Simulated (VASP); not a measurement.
# C in VASP: further runs

The runs below take C through single point, with r2SCAN.

All numbers are computed with VASP 6.6.1; they aren't measurements. Logs are shortened: lines on timing, memory, paths and dates and some standing lists are left out, and cuts for length are marked.

## 1. The cell of the first run

Symmetry: Fd-3m, No. 227, cubic system. The conventional cell has a = 3.560 Å, b = 3.560 Å, c = 3.560 Å, α = 90.00°, β = 90.00°, γ = 90.00°. C (site symmetry -43m) has 4 C at 1.54 Å within 2.1 Å.

## 2. Single point, r2SCAN

File POSCAR:

```
C
1.0
    0.0000000000      1.7801747383      1.7801747383
    1.7801747383      0.0000000000      1.7801747383
    1.7801747383      1.7801747383      0.0000000000
C
2
Direct
    0.0000000000      0.0000000000      0.0000000000
    0.2500000000      0.2500000000      0.2500000000
```

File INCAR.step1:

```
ALGO     = Normal         # electronic algorithm
EDIFF    = 1E-5           # SCF threshold, eV
ENCUT    = 1430           # plane-wave cutoff, eV
GGA      = PE             # functional
GGA_COMPAT= F            
ISMEAR   = 0              # smearing method
LASPH    = T              # aspherical terms in the spheres
LCHARG   = F              # write CHGCAR
LREAL    = F              # projectors in reciprocal space
LWAVE    = T              # write WAVECAR
NBANDS   = 11             # bands
NELM     = 120            # most SCF steps
PREC     = Accurate       # precision mode
SIGMA    = 0.02           # smearing width, eV
```

File INCAR.step2:

```
ALGO     = Normal         # electronic algorithm
EDIFF    = 1E-6           # SCF threshold, eV
ENCUT    = 1430           # plane-wave cutoff, eV
GGA_COMPAT= F            
ISIF     = 2              # what is computed and relaxed
ISMEAR   = 0              # smearing method
ISTART   = 1            
LASPH    = T              # aspherical terms in the spheres
LCHARG   = F              # write CHGCAR
LMIXTAU  = T            
LREAL    = F              # projectors in reciprocal space
LWAVE    = F              # write WAVECAR
METAGGA  = R2SCAN         # meta-GGA
NBANDS   = 11             # bands
NELM     = 120            # most SCF steps
PREC     = Accurate       # precision mode
SIGMA    = 0.02           # smearing width, eV
```

File KPOINTS:

```
k-points
0
Gamma
  12 12 12
```

Potentials or basis: VASP PAW PBE potentials, release 64 (C_h).

Command:

```bash
$ cat potpaw_PBE.64/C_h/POTCAR > POTCAR
$ cp INCAR.step1 INCAR
$ mpirun -np 1 vasp_std > vasp.out
$ cp INCAR.step2 INCAR
$ mpirun -np 1 vasp_std > vasp.out
```

OUTCAR:

```text
EDIFF = 1E-6
   ENCUT = 1430
   ISIF = 2
   ISMEAR = 0
   ISTART = 1
   LASPH = T
   LREAL = F
   METAGGA = R2SCAN
   NELM = 120
   PREC = Accurate

 ion  position               nearest neighbor table
   1  0.000  0.000  0.000-
   2  0.250  0.250  0.250-

  LATTYP: Found a face centered cubic cell.
 ALAT       =     3.5603494766

  Lattice vectors:

 A1 = (   0.0000000000,   1.7801747383,   1.7801747383)
 A2 = (   1.7801747383,   0.0000000000,   1.7801747383)
 A3 = (   1.7801747383,   1.7801747383,   0.0000000000)

Analysis of symmetry for initial positions (statically):
=====================================================================
 Subroutine PRICEL returns:
 Original cell was already a primitive cell.

 Routine SETGRP: Setting up the symmetry group for a
 face centered cubic supercell.

 Subroutine GETGRP returns: Found 48 space group operations
 (whereof 24 operations were pure point group operations)
 out of a pool of 48 trial point group operations.

The static configuration has the point symmetry T_d .
 The point group associated with its full space group is O_h .

Analysis of symmetry for dynamics (positions and initial velocities):
=====================================================================
 Subroutine PRICEL returns:
 Original cell was already a primitive cell.

 Routine SETGRP: Setting up the symmetry group for a
 face centered cubic supercell.

 Subroutine GETGRP returns: Found 48 space group operations
 (whereof 24 operations were pure point group operations)
 out of a pool of 48 trial point group operations.

The dynamic configuration has the point symmetry T_d .
 The point group associated with its full space group is O_h .

 Subroutine INISYM returns: Found 48 space group operations
 (whereof 24 operations are pure point group operations),
 and found     1 'primitive' translations

----------------------------------------------------------------------------------------

                                     Primitive cell

  volume of cell :      11.2828

  direct lattice vectors                    reciprocal lattice vectors
     0.000000000  1.780174738  1.780174738    -0.280871304  0.280871304  0.280871304
     1.780174738  0.000000000  1.780174738     0.280871304 -0.280871304  0.280871304
     1.780174738  1.780174738  0.000000000     0.280871304  0.280871304 -0.280871304

  length of vectors
     2.517547258  2.517547258  2.517547258     0.486483369  0.486483369  0.486483369

  position of ions in fractional coordinates (direct lattice)
     0.000000000  0.000000000  0.000000000
     0.250000000  0.250000000  0.250000000

  ion indices of the primitive-cell ions
   primitive index   ion index
                 1           1
                 2           2

----------------------------------------------------------------------------------------

 KPOINTS: k-points

Automatic generation of k-mesh.
 Grid dimensions read from file:
 generate k-points for:   12   12   12

 Generating k-lattice:

  Cartesian coordinates                     Fractional coordinates (reciprocal lattice)
    -0.023405942  0.023405942  0.023405942     0.083333333  0.000000000  0.000000000
     0.023405942 -0.023405942  0.023405942     0.000000000  0.083333333  0.000000000
     0.023405942  0.023405942 -0.023405942     0.000000000  0.000000000  0.083333333

  Length of vectors
     0.040540281  0.040540281  0.040540281

  Shift w.r.t. Gamma in fractional coordinates (k-lattice)
     0.000000000  0.000000000  0.000000000

 Subroutine IBZKPT returns following result:
 ===========================================

 Found     72 irreducible k-points:

 Following reciprocal coordinates:
            Coordinates               Weight
  0.000000  0.000000  0.000000      1.000000
  0.083333  0.000000  0.000000      8.000000
  0.166667  0.000000  0.000000      8.000000
  0.250000  0.000000  0.000000      8.000000
  0.333333  0.000000  0.000000      8.000000
  0.416667  0.000000  0.000000      8.000000
[... 16 lines left out ...]
  0.500000  0.166667  0.000000     24.000000
 -0.416667  0.166667  0.000000     24.000000
 [... further k-points ...]
   k-points           NKPTS =     72   k-points in BZ     NKDIM =     72   number of bands    NBANDS=     11
   number of dos      NEDOS =    301   number of ions     NIONS =      2
   total plane-waves  NPLWV =  32768
   dimension x,y,z NGX =    32 NGY =   32 NGZ =   32
   dimension x,y,z NGXF=    64 NGYF=   64 NGZF=   64
   ions per type =               2
   NGX,Y,Z   is equivalent  to a cutoff of  21.13, 21.13, 21.13 a.u.
   NGXF,Y,Z  is equivalent  to a cutoff of  42.26, 42.26, 42.26 a.u.
 SYSTEM =  unknown system
   PREC   = accura    normal or accurate (medium, high low for compatibility)
   ISTART =      1    job   : 0-new  1-cont  2-samecut
   ICHARG =      0    charge: 1-file 2-atom 10-const
   ISPIN  =      1    spin polarized calculation?
   LNONCOLLINEAR =      F non collinear calculations
   LSORBIT =      F    spin-orbit coupling
   LASPH  =      T    aspherical Exc in radial PAW
   ENCUT  = 1430.0 eV 105.10 Ry   10.25 a.u.   7.76  7.76  7.76*2*pi/ulx,y,z
   NELM   =    120;   NELMIN=  2; NELMDL=  0     # of ELM steps
   EDIFF  = 0.1E-05   stopping-criterion for ELM
   LREAL  =      F    real-space projection
   EDIFFG = 0.1E-04   stopping-criterion for IOM
   NSW    =      0    number of steps for IOM
   IBRION =     -1    ionic relax: 0-MD 1-quasi-New 2-CG
   NFREE  =      0    steps in history (QN), initial steepest desc. (CG)
   ISIF   =      2    stress and relaxation
   ISYM   =      2    0-nonsym 1-usesym 2-fastsym
   POTIM  = 0.5000    time-step for ionic-motion
   TEBEG  =    0.0;   TEEND  =   0.0 temperature during run
   PSTRESS=    0.0 pullay stress
   NELECT =       8.0000    total number of electrons
   NUPDOWN=      -1.0000    fix difference up-down
   EMIN   =  10.00;   EMAX   =-10.00  energy-range for DOS
   EFERMI =   0.00;   METHOD = LEGACY
   ISMEAR =     0;   SIGMA  =   0.02  broadening in eV -4-tet -1-fermi 0-gaus
   EFERMI_NEDOS =   21; number of points for ismear=-14 and -15
   IALGO  =     38    algorithm
   IMIX   =      4    mixing-type and parameters
     AMIX     =   0.40;   BMIX     =  1.00
     AMIX_MAG =   1.60;   BMIX_MAG =  1.00
  volume/ion in A,a.u.               =       5.64        38.07
  Fermi-wavevector in a.u.,A,eV,Ry     =   1.459818  2.758657 28.994968  2.131070
  Thomas-Fermi vector in A             =   2.576341
   LORBIT       =      0    0 simple, 1 ext, 2 COOP (PROOUT), +10 PAW based schemes
   METAGGA = R2SCAN    functional components
   LHFCALC =     F    Hartree Fock is set to
   AEXX    =    0.0000 exact exchange contribution
   IVDW    =     0    specifies the selected vdW correction
   LEPSILON=     F    determine dielectric tensor
   LRPA    =     F    only Hartree local field effects (RPA)
 non-spin polarized calculation
 Gauss-broadening in eV      SIGMA  =   0.02
  energy-cutoff  :     1430.00
  volume of cell :       11.28
 maximum number of plane-waves:      1411
   NGX = 15   NGY = 15   NGZ = 15

 number of electron       8.0000000 magnetization

 Free energy of the ion-electron system (eV)
  ---------------------------------------------------
  ext. energy  EPLUGINS =         0.00000000
  ---------------------------------------------------
  free energy    TOTEN  =       -19.72261683 eV

  energy without entropy =      -19.72261683  energy(sigma->0) =      -19.72261683

 E-fermi :  11.1604     XC(G=0): -14.2994

 val. band max:       10.9923193106   @ k =   0.0000   0.0000   0.0000
 cond. band min:      15.3792691003   @ k =   0.3333   0.3333   0.0000
 fundamental gap:      4.3869497897
 Fermi energy:        11.1604196835

 k-point     1 :       0.0000    0.0000    0.0000
  band No.  band energies     occupation
      1     -11.7511      2.00000
      2      10.9923      2.00000
      3      10.9923      2.00000
      4      10.9923      2.00000
      5      16.8866      0.00000
      6      16.8866      0.00000
      7      16.8866      0.00000
      8      24.9739      0.00000
      9      31.4662      0.00000
     10      38.4039      0.00000
     11      38.4039      0.00000

 k-point     2 :       0.0833    0.0000    0.0000
  band No.  band energies     occupation
      1     -11.5496      2.00000
      2       9.6770      2.00000
      3      10.6477      2.00000
      4      10.6477      2.00000
      5      17.3399      0.00000
      6      17.3399      0.00000
      7      17.6543      0.00000
      8      25.1734      0.00000
      9      31.8121      0.00000
     10      36.3670      0.00000
     11      36.3670      0.00000

 k-point     3 :       0.1667    0.0000    0.0000
  band No.  band energies     occupation
      1     -10.9477      2.00000
      2       6.9817      2.00000
      3       9.9009      2.00000
      4       9.9009      2.00000
      5      18.3228      0.00000
      6      18.3228      0.00000
      7      18.7981      0.00000
      8      25.7475      0.00000
      9      32.5336      0.00000
     10      34.7243      0.00000
     11      34.7243      0.00000

 k-point     4 :       0.2500    0.0000    0.0000
  band No.  band energies     occupation
      1      -9.9550      2.00000
      2       3.9785      2.00000
      3       9.1321      2.00000
      4       9.1321      2.00000
      5      19.2350      0.00000
      6      19.2350      0.00000
      7      19.5556      0.00000
      8      26.5455      0.00000
      9      32.9712      0.00000
     10      34.3193      0.00000
     11      34.3193      0.00000
[... 239 lines left out ...]
 k-point    22 :       0.4167    0.1667    0.0000
  band No.  band energies     occupation
      1      -7.3870      2.00000
      2       0.6144      2.00000
      3       6.4361      2.00000
      4       6.6876      2.00000
      5      18.0434      0.00000
      6      22.6576      0.00000
      7      22.7248      0.00000
      8      24.4495      0.00000
      9      33.3853      0.00000
     10      34.7824      0.00000
     11      39.7033      0.00000

 k-point    23 :       0.5000    0.1667    0.0000
  band No.  band energies     occupation
      1      -5.7574      2.00000
      2      -1.7129      2.00000
      3       5.6794      2.00000
      4       6.7792      2.00000
      5      18.4887      0.00000
      6      22.3563      0.00000
      7      22.8299      0.00000
      8      26.2004      0.00000
      9      32.3770      0.00000
     10      36.2963      0.00000
     11      38.9103      0.00000

 k-point    24 :      -0.4167    0.1667    0.0000
  band No.  band energies     occupation
      1      -5.3287      2.00000
      2      -2.2327      2.00000
      3       5.1680      2.00000
      4       7.1790      2.00000
      5      18.9507      0.00000
      6      21.8293      0.00000
      7      22.8048      0.00000
      8      27.4820      0.00000
      9      31.6072      0.00000
     10      36.3106      0.00000
     11      37.1103      0.00000

 [... further k-points ...]
[... 5 lines left out ...]
  --------------------------------------------------------------------------------------
  -------------------------------------------------------------------------------------
  Total       -0.0461330     -0.0461330     -0.0461330      0.0000000      0.0000000     -0.0000000
  in kB       -6.5509474     -6.5509474     -6.5509474      0.0000000      0.0000000     -0.0000000
  external PRESSURE =      -6.5509474 kB  Pullay stress =       0.0000000 kB

 VOLUME and BASIS-vectors are now :
 -----------------------------------------------------------------------------
  energy-cutoff  :     1430.00
  volume of cell :       11.28
      direct lattice vectors                 reciprocal lattice vectors
     0.000000000  1.780174738  1.780174738    -0.280871304  0.280871304  0.280871304
     1.780174738  0.000000000  1.780174738     0.280871304 -0.280871304  0.280871304
     1.780174738  1.780174738  0.000000000     0.280871304  0.280871304 -0.280871304

 POSITION                                       TOTAL-FORCE (eV/Angst)
 -----------------------------------------------------------------------------------
      0.00000      0.00000      0.00000         0.000000      0.000000      0.000000
      0.89009      0.89009      0.89009        -0.000000     -0.000000     -0.000000
 -----------------------------------------------------------------------------------
    total drift:                               -0.000000      0.000000      0.000000

  FREE ENERGIE OF THE ION-ELECTRON SYSTEM (eV)
  ---------------------------------------------------
  free  energy   TOTEN  =       -19.7226168276 eV

  energy  without entropy=      -19.7226168276  energy(sigma->0) =      -19.72261683
```

Run time: 100 s. Hardware: 1 thread of Intel Xeon Platinum 8259CL at 2.50GHz (Skylake/Cascade Lake), shared host; peak memory 0.19 GiB.

What came out:

```yaml
Free_energy: -19.7226 eV
Pressure: -0.7 GPa
Band_gap_on_the_k_mesh: 4.39 eV (least direct gap 5.89 eV)
```

Caveat: the PAW data sets were made with another functional, which shifts forces and pressure a little.

## 3. Single point, r2SCAN

File POSCAR:

```
C
1.0
    0.0000000000      1.7801457765      1.7801457765
    1.7801457765      0.0000000000      1.7801457765
    1.7801457765      1.7801457765      0.0000000000
C
2
Direct
    0.5000000000      0.5000000000      0.5000000000
    0.7500000000      0.7500000000      0.7500000000
```

File INCAR.step1:

```
SYSTEM = C
ALGO = Normal
EDIFF = 1E-5
ENCUT = 1430
GGA = PE
GGA_COMPAT = .False.
ISMEAR = 0
LASPH = .True.
LCHARG = .False.
LREAL = .False.
LWAVE = .True.
NBANDS = 11
NELM = 120
PREC = Accurate
SIGMA = 0.02
```

File INCAR.step2:

```
SYSTEM = C
ALGO = Normal
EDIFF = 1E-6
ENCUT = 1430
GGA_COMPAT = .False.
ISIF = 2
ISMEAR = 0
ISTART = 1
LASPH = .True.
LCHARG = .False.
LMIXTAU = .True.
LREAL = .False.
LWAVE = .False.
METAGGA = R2SCAN
NBANDS = 11
NELM = 120
PREC = Accurate
SIGMA = 0.02
```

File KPOINTS:

```
k-points
0
Gamma
  12 12 12
  0 0 0
```

Potentials or basis: VASP PAW PBE potentials, release 64 (C_h).

Command:

```bash
$ cat potpaw_PBE.64/C_h/POTCAR > POTCAR
$ cp INCAR.step1 INCAR
$ mpirun -np 1 vasp_std > vasp.out
$ cp INCAR.step2 INCAR
$ mpirun -np 1 vasp_std > vasp.out
```

Wall time 68 s (1 thread of Intel Xeon Platinum 8259CL at 2.50GHz (Skylake/Cascade Lake), shared host); peak memory 0.19 GiB.

It converged, with:

```
Free energy            : -19.7226 eV
Pressure               : -0.6 GPa
Band gap on the k mesh : 4.39 eV (least direct gap 5.89 eV)
```

Levels at points of the mesh, in eV from the valence-band top:
| k point | band 1 | band 2 | band 3 | band 4 | band 5 | band 6 | band 7 | band 8 | band 9 |
| --- | --- | --- | --- | --- | --- | --- | --- | --- | --- |
| (0.00, 0.00, 0.00) | -22.74 | 0.00 | 0.00 | 0.00 | 5.89 | 5.89 | 5.89 | 13.98 | 20.47 |
| (0.50, 0.00, 0.00) | -16.77 | -14.08 | -2.98 | -2.98 | 8.94 | 8.94 | 9.23 | 16.78 | 23.29 |
| (0.50, 0.50, 0.00) | -13.60 | -13.60 | -6.67 | -6.67 | 5.04 | 5.04 | 18.00 | 18.00 | 24.73 |

Caveat: the PAW data sets were made with another functional, which shifts forces and pressure a little. A k mesh can miss the band edges.

## 4. Single point, r2SCAN

File POSCAR:

```
C
1.0
   -1.2588093122      1.2588093122      1.7800738113
    1.2588093122     -1.2588093122      1.7800738113
    1.2588093122      1.2588093122     -1.7800738113
C
2
Direct
    0.0000000000      0.0000000000      0.0000000000
    0.7500000000      0.2500000000      0.5000000000
```

File INCAR.step1:

```
ALGO = Normal
EDIFF = 1E-5
ENCUT = 1430
GGA = PE
GGA_COMPAT = F
ISMEAR = 0
LASPH = T
LCHARG = F
LREAL = F
LWAVE = T
NBANDS = 11
NELM = 120
PREC = Accurate
SIGMA = 0.1
```

File INCAR.step2:

```
ALGO = Normal
EDIFF = 1E-6
ENCUT = 1430
GGA_COMPAT = F
ISIF = 2
ISMEAR = 0
ISTART = 1
LASPH = T
LCHARG = F
LMIXTAU = T
LREAL = F
LWAVE = F
METAGGA = R2SCAN
NBANDS = 11
NELM = 120
PREC = Accurate
SIGMA = 0.1
```

File KPOINTS:

```
k-points
0
Gamma
  8 8 8
```

Command:

```bash
$ cat potpaw_PBE.64/C_h/POTCAR > POTCAR
$ cp INCAR.step1 INCAR
$ mpirun -np 1 vasp_std > vasp.out
$ cp INCAR.step2 INCAR
$ mpirun -np 1 vasp_std > vasp.out
```

Run time: 30 s. Hardware: 1 thread of Intel Xeon 6975P-C (Granite Rapids), shared host; peak memory 0.18 GiB.

The run converged. Its results:

```
Free energy            : -19.7217 eV
Pressure               : -0.6 GPa
Band gap on the k mesh : 4.37 eV (least direct gap 5.89 eV)
```

Levels at points of the mesh, in eV from the valence-band top:
```csv
k point,band 2,band 3,band 4,band 5,band 6,band 7
"(0.00, 0.00, 0.00)",0.00,0.00,0.00,5.89,5.89,5.89
"(0.50, 0.00, 0.00)",-14.08,-2.98,-2.98,8.93,8.94,9.23
"(0.50, 0.50, 0.00)",-13.61,-6.67,-6.67,5.04,5.04,18.00
"(0.50, 0.50, 0.50)",-13.60,-6.68,-6.68,5.03,5.03,18.00
```

Caveat: the PAW data sets were made with another functional, which shifts forces and pressure a little.
